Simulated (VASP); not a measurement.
Runs of VASP 6.6.1 on Pt. The structure is that of space group Fm-3m (No. 225), or close to it. The cells are those of the table. 

```csv
cell,gap on the mesh (eV),pressure (GPa)
"a = 2.796 Å, angles 56.7°, 1 atom",none,13.9
"a = 2.808 Å, angles 60.0°, 1 atom",none,-14.8
"a = 2.631 Å, angles 63.4°, 1 atom",none,(c)
"a = 2.659 Å, angles 63.4°, 1 atom",none,13.8
"a = 2.769 Å, angles 63.3°, 1 atom",none,-19.3
"a = 2.769 Å, angles 56.7°, 1 atom",none,(b)
"a = 2.781 Å, angles 60.0°, 1 atom",none,-7.6
"a = 2.698 Å, angles 60.0°, 1 atom",none,(a)
```

Alike in all rows: task single point; level LDA; potentials or basis VASP PAW LDA potentials, release 64 (Pt); no spin polarisation; k mesh 20 × 20 × 20; cutoff (eV) 520; smearing gaussian 0.15 eV.

Task: Fill in the values left out.

Result: (a) 23.1; (b) 26.2; (c) 26.1.

Caveats: spin-orbit coupling is left out, which moves the levels of the heavy elements.

A k mesh can miss the band edges, and the runs leave out spin-orbit coupling on Pt.

A gap of «none» marks levels without a gap at the run's occupations.
